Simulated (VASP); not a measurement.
# BiTe in VASP: single point with PBE

Aim: the single point of BiTe with PBE.

All numbers are computed with VASP 6.6.1; they aren't measurements. Logs are shortened: lines on timing, memory, paths and dates and some standing lists are left out, and cuts for length are marked.

### Step 1. The cell of the first run

The cell holds a slab with vacuum, 8 atoms: a = 4.598 Å, b = 6.502 Å, c = 23.897 Å, α = 90.00°, β = 90.00°, γ = 90.00°.

### Step 2. Single point, PBE

INCAR reads:

```
SYSTEM = BiTe
PREC = Accurate
ENCUT = 520
EDIFF = 1E-6
ISMEAR = 0
SIGMA = 0.1
LREAL = .FALSE.
LASPH = .TRUE.
NELM = 60
ALGO = Normal
ISIF = 2
LWAVE = .FALSE.
LCHARG = .FALSE.
LDIPOL = .TRUE.
IDIPOL = 3
DIPOL = 0.5 0.5 0.501
GGA = PE
NBANDS = 52
```

KPOINTS reads:

```
Automatic mesh
0
G
  6 5 1
  0 0 0
```

POSCAR reads:

```
BiTe
1.0
    4.5978828774      0.0000000000      0.0000000000
    0.0000000000      6.5023883234      0.0000000000
    0.0000000000      0.0000000000     23.8968243161
Bi Te
4 4
Direct
    0.5000000000      0.5000000000      0.3556957982
    0.0000000000      0.0000000000      0.4518985994
    0.5000000000      0.5000000000      0.5530072496
    0.0000000000      0.0000000000      0.6453019875
    0.5000000000      0.0000000000      0.3556957982
    0.0000000000      0.5000000000      0.4518985994
    0.5000000000      0.0000000000      0.5555602115
    0.0000000000      0.5000000000      0.6405043989
```

Potentials or basis: VASP PAW PBE potentials, release 64 (Bi_d, Te).

Command:

```sh
> cat potpaw_PBE.64/Bi_d/POTCAR potpaw_PBE.64/Te/POTCAR > POTCAR
> mpirun -np 1 vasp_std > vasp.out
```

OUTCAR:

```text
SYSTEM = BiTe
   PREC = Accurate
   ENCUT = 520
   EDIFF = 1E-6
   ISMEAR = 0
   LREAL = .FALSE.
   LASPH = .TRUE.
   NELM = 60
   ISIF = 2
   GGA = PE

 ion  position               nearest neighbor table
   1  0.500  0.500  0.356-   5 3.25   5 3.25   6 3.25   6 3.25
   2  0.000  0.000  0.452-   6 3.25   6 3.25   5 3.25   5 3.25   7 3.38   7 3.38
   3  0.500  0.500  0.553-   8 3.11   8 3.11   7 3.25   7 3.25   6 3.34   6 3.34
   4  0.000  0.000  0.645-   7 3.14   7 3.14   8 3.25   8 3.25
   5  0.500  0.000  0.356-   1 3.25   1 3.25   2 3.25   2 3.25
   6  0.000  0.500  0.452-   2 3.25   2 3.25   1 3.25   1 3.25   3 3.34   3 3.34
   7  0.500  0.000  0.556-   4 3.14   4 3.14   3 3.25   3 3.25   2 3.38   2 3.38
   8  0.000  0.500  0.641-   3 3.11   3 3.11   4 3.25   4 3.25

  LATTYP: Found a simple orthorhombic cell.
 ALAT       =     4.5978828774
 B/A-ratio  =     1.4142135624
 C/A-ratio  =     5.1973538590

  Lattice vectors:

 A1 = (   4.5978828774,   0.0000000000,   0.0000000000)
 A2 = (   0.0000000000,   6.5023883234,   0.0000000000)
 A3 = (   0.0000000000,   0.0000000000,  23.8968243161)

Analysis of symmetry for initial positions (statically):
=====================================================================
 Subroutine PRICEL returns:
 Original cell was already a primitive cell.

 Routine SETGRP: Setting up the symmetry group for a
 simple orthorhombic supercell.

 Subroutine GETGRP returns: Found  4 space group operations
 (whereof  4 operations were pure point group operations)
 out of a pool of  8 trial point group operations.

The static configuration has the point symmetry C_2v.

Analysis of symmetry for dynamics (positions and initial velocities):
=====================================================================
 Subroutine PRICEL returns:
 Original cell was already a primitive cell.

 Routine SETGRP: Setting up the symmetry group for a
 simple orthorhombic supercell.

 Subroutine GETGRP returns: Found  4 space group operations
 (whereof  4 operations were pure point group operations)
 out of a pool of  8 trial point group operations.

The dynamic configuration has the point symmetry C_2v.

 Subroutine INISYM returns: Found  4 space group operations
 (whereof  4 operations are pure point group operations),
 and found     1 'primitive' translations

----------------------------------------------------------------------------------------

                                     Primitive cell

  volume of cell :     714.4486

  direct lattice vectors                    reciprocal lattice vectors
     4.597882877  0.000000000  0.000000000     0.217491403  0.000000000  0.000000000
     0.000000000  6.502388323  0.000000000     0.000000000  0.153789646  0.000000000
     0.000000000  0.000000000 23.896824316     0.000000000  0.000000000  0.041846564

  length of vectors
     4.597882877  6.502388323 23.896824316     0.217491403  0.153789646  0.041846564

  position of ions in fractional coordinates (direct lattice)
     0.500000000  0.500000000  0.355695798
     0.000000000  0.000000000  0.451898599
     0.500000000  0.500000000  0.553007250
     0.000000000  0.000000000  0.645301987
     0.500000000  0.000000000  0.355695798
     0.000000000  0.500000000  0.451898599
     0.500000000  0.000000000  0.555560212
     0.000000000  0.500000000  0.640504399

  ion indices of the primitive-cell ions
   primitive index   ion index
                 1           1
                 2           2
                 3           3
                 4           4
                 5           5
                 6           6
                 7           7
                 8           8

----------------------------------------------------------------------------------------

 KPOINTS: Automatic mesh

Automatic generation of k-mesh.
 Grid dimensions read from file:
 generate k-points for:    6    5    1

 Generating k-lattice:

  Cartesian coordinates                     Fractional coordinates (reciprocal lattice)
     0.036248567  0.000000000  0.000000000     0.166666667  0.000000000  0.000000000
     0.000000000  0.030757929  0.000000000     0.000000000  0.200000000  0.000000000
     0.000000000  0.000000000  0.041846564     0.000000000  0.000000000  1.000000000

  Length of vectors
     0.036248567  0.030757929  0.041846564

  Shift w.r.t. Gamma in fractional coordinates (k-lattice)
     0.000000000  0.000000000  0.000000000

 Subroutine IBZKPT returns following result:
 ===========================================

 Found     12 irreducible k-points:

 Following reciprocal coordinates:
            Coordinates               Weight
  0.000000  0.000000  0.000000      1.000000
  0.166667  0.000000  0.000000      2.000000
  0.333333  0.000000  0.000000      2.000000
  0.500000  0.000000  0.000000      1.000000
  0.000000  0.200000  0.000000      2.000000
  0.166667  0.200000  0.000000      4.000000
  0.333333  0.200000  0.000000      4.000000
  0.500000  0.200000  0.000000      2.000000
  0.000000  0.400000  0.000000      2.000000
  0.166667  0.400000  0.000000      4.000000
  0.333333  0.400000  0.000000      4.000000
  0.500000  0.400000  0.000000      2.000000
   k-points           NKPTS =     12   k-points in BZ     NKDIM =     12   number of bands    NBANDS=     52
   number of dos      NEDOS =    301   number of ions     NIONS =      8
   total plane-waves  NPLWV = 311040
   dimension x,y,z NGX =    36 NGY =   48 NGZ =  180
   dimension x,y,z NGXF=    72 NGYF=   96 NGZF=  360
   ions per type =               4   4
   NGX,Y,Z   is equivalent  to a cutoff of  13.02, 12.27, 12.52 a.u.
   NGXF,Y,Z  is equivalent  to a cutoff of  26.03, 24.54, 25.04 a.u.
 SYSTEM =  BiTe
   PREC   = accura    normal or accurate (medium, high low for compatibility)
   ISTART =      0    job   : 0-new  1-cont  2-samecut
   ICHARG =      2    charge: 1-file 2-atom 10-const
   ISPIN  =      1    spin polarized calculation?
   LNONCOLLINEAR =      F non collinear calculations
   LSORBIT =      F    spin-orbit coupling
   LASPH  =      T    aspherical Exc in radial PAW
   ENCUT  =  520.0 eV  38.22 Ry    6.18 a.u.   8.55 12.09 44.43*2*pi/ulx,y,z
   NELM   =     60;   NELMIN=  2; NELMDL= -5     # of ELM steps
   EDIFF  = 0.1E-05   stopping-criterion for ELM
   LREAL  =      F    real-space projection
   EDIFFG = 0.1E-04   stopping-criterion for IOM
   NSW    =      0    number of steps for IOM
   IBRION =     -1    ionic relax: 0-MD 1-quasi-New 2-CG
   NFREE  =      0    steps in history (QN), initial steepest desc. (CG)
   ISIF   =      2    stress and relaxation
   ISYM   =      2    0-nonsym 1-usesym 2-fastsym
   POTIM  = 0.5000    time-step for ionic-motion
   TEBEG  =    0.0;   TEEND  =   0.0 temperature during run
   PSTRESS=    0.0 pullay stress
   NELECT =      84.0000    total number of electrons
   NUPDOWN=      -1.0000    fix difference up-down
   EMIN   =  10.00;   EMAX   =-10.00  energy-range for DOS
   EFERMI =   0.00;   METHOD = LEGACY
   ISMEAR =     0;   SIGMA  =   0.10  broadening in eV -4-tet -1-fermi 0-gaus
   EFERMI_NEDOS =   21; number of points for ismear=-14 and -15
   IALGO  =     38    algorithm
   IMIX   =      4    mixing-type and parameters
     AMIX     =   0.40;   BMIX     =  1.00
     AMIX_MAG =   1.60;   BMIX_MAG =  1.00
  volume/ion in A,a.u.               =      89.31       602.67
  Fermi-wavevector in a.u.,A,eV,Ry     =   0.802006  1.515571  8.751452  0.643214
  Thomas-Fermi vector in A             =   1.909601
   LORBIT       =      0    0 simple, 1 ext, 2 COOP (PROOUT), +10 PAW based schemes
   GGA     = PE    functional components
   LHFCALC =     F    Hartree Fock is set to
   AEXX    =    0.0000 exact exchange contribution
   IVDW    =     0    specifies the selected vdW correction
   LEPSILON=     F    determine dielectric tensor
   LRPA    =     F    only Hartree local field effects (RPA)
 non-spin polarized calculation
 Gauss-broadening in eV      SIGMA  =   0.10
  energy-cutoff  :      520.00
  volume of cell :      714.45
 maximum number of plane-waves:     19304
 NGX is ok and might be reduce to    36
   NGX = 17   NGY = 25   NGZ = 89

 dipolmoment           0.000000      0.000000      0.272448 electrons x Angstroem

 number of electron      84.0000012 magnetization

 dipolmoment           0.000000      0.000000     -0.018051 electrons x Angstroem

 Free energy of the ion-electron system (eV)
  ---------------------------------------------------
  ext. energy  EPLUGINS =         0.00000000
  ---------------------------------------------------
  free energy    TOTEN  =       -27.61797867 eV

  energy without entropy =      -27.57525700  energy(sigma->0) =      -27.59661783

 E-fermi :  -0.1507     XC(G=0):  -4.2479

 val. band max:       -0.1591257234   @ k =   0.1667   0.2000   0.0000
 cond. band min:      -0.1387614107   @ k =   0.0000   0.0000   0.0000
 fundamental gap:      0.0203643127
 Fermi energy:        -0.1506832961

 k-point     1 :       0.0000    0.0000    0.0000
  band No.  band energies     occupation
      1     -23.3951      2.00000
      2     -23.3915      2.00000
      3     -23.3818      2.00000
      4     -23.3786      2.00000
      5     -23.3751      2.00000
      6     -23.3704      2.00000
[... 44 lines left out ...]
     51       2.9772      0.00000
     52       3.4757      0.00000

 k-point     2 :       0.1667    0.0000    0.0000
  band No.  band energies     occupation
      1     -23.3967      2.00000
      2     -23.3896      2.00000
      3     -23.3801      2.00000
      4     -23.3797      2.00000
      5     -23.3747      2.00000
      6     -23.3709      2.00000
[... 44 lines left out ...]
     51       3.4591      0.00000
     52       3.6641      0.00000

 k-point     3 :       0.3333    0.0000    0.0000
  band No.  band energies     occupation
      1     -23.4000      2.00000
      2     -23.3861      2.00000
      3     -23.3823      2.00000
      4     -23.3768      2.00000
      5     -23.3734      2.00000
      6     -23.3718      2.00000
[... 44 lines left out ...]
     51       3.1975      0.00000
     52       3.2145      0.00000
[... 386 lines left out ...]
 k-point    11 :       0.3333    0.4000    0.0000
  band No.  band energies     occupation
      1     -23.3998      2.00000
      2     -23.3861      2.00000
      3     -23.3821      2.00000
      4     -23.3769      2.00000
      5     -23.3731      2.00000
      6     -23.3713      2.00000
[... 44 lines left out ...]
     51       2.3298      0.00000
     52       2.5038      0.00000

 k-point    12 :       0.5000    0.4000    0.0000
  band No.  band energies     occupation
      1     -23.4013      2.00000
      2     -23.3845      2.00000
      3     -23.3832      2.00000
      4     -23.3757      2.00000
      5     -23.3723      2.00000
      6     -23.3717      2.00000
[... 44 lines left out ...]
     51       2.6133      0.00000
     52       2.6384      0.00000

------------------------ aborting loop because EDIFF is reached ----------------------------------------

 vacuum level on the upper side and lower side of the slab       (xc-potential included)        -0.168        -0.062

  FORCE on cell =-STRESS in cart. coord.  units (eV):
  Direction    XX          YY          ZZ          XY          YZ          ZX
  --------------------------------------------------------------------------------------
  -------------------------------------------------------------------------------------
  Total       -5.1599128     -3.5382486     -2.1483541      0.0000000      0.0000000      0.0000000
  in kB      -11.5712944     -7.9346527     -4.8177631      0.0000000      0.0000000      0.0000000
  external PRESSURE =      -8.1079034 kB  Pullay stress =       0.0000000 kB

 VOLUME and BASIS-vectors are now :
 -----------------------------------------------------------------------------
  energy-cutoff  :      520.00
  volume of cell :      714.45
      direct lattice vectors                 reciprocal lattice vectors
     4.597882877  0.000000000  0.000000000     0.217491403  0.000000000  0.000000000
     0.000000000  6.502388323  0.000000000     0.000000000  0.153789646  0.000000000
     0.000000000  0.000000000 23.896824316     0.000000000  0.000000000  0.041846564

 POSITION                                       TOTAL-FORCE (eV/Angst)
 -----------------------------------------------------------------------------------
      2.29894      3.25119      8.50000         0.000000      0.000000      0.255410
      0.00000      0.00000     10.79894         0.000000      0.000000     -0.429106
      2.29894      3.25119     13.21512         0.000000      0.000000     -0.006002
      0.00000      0.00000     15.42067         0.000000      0.000000     -0.012339
      2.29894      0.00000      8.50000         0.000000      0.000000      0.622883
      0.00000      3.25119     10.79894         0.000000      0.000000     -0.436765
      2.29894      0.00000     13.27612         0.000000      0.000000      0.006859
      0.00000      3.25119     15.30602         0.000000      0.000000     -0.000941
 -----------------------------------------------------------------------------------
    total drift:                                0.000000      0.000000      0.000242

  FREE ENERGIE OF THE ION-ELECTRON SYSTEM (eV)
  ---------------------------------------------------
  free  energy   TOTEN  =       -27.6179786680 eV

  energy  without entropy=      -27.5752570014  energy(sigma->0) =      -27.59661783

 vacuum level on the upper side and lower side of the slab         3.956         4.065
```

It took 20 min on 1 thread of Oxide Virtual Turin-like, shared host; peak memory 0.79 GiB.

Results:

| Item | Value |
| --- | --- |
| Free energy | -27.6180 eV |
| Largest force | 0.623 eV/Å |
| Band gap on the k mesh | zero (band 42 reaches -0.12 eV, above the bottom of band 43 at -0.36 eV) |

Forces in eV/Å, atoms in the order of the input:
```
Bi   0.000  0.000  0.255
Bi   0.000  0.000 -0.429
Bi   0.000  0.000 -0.006
Bi   0.000  0.000 -0.012
Te   0.000  0.000  0.623
Te   0.000  0.000 -0.437
Te   0.000  0.000  0.007
Te   0.000  0.000 -0.001
```

Caveat: spin-orbit coupling is left out, which moves the levels of the heavy elements.
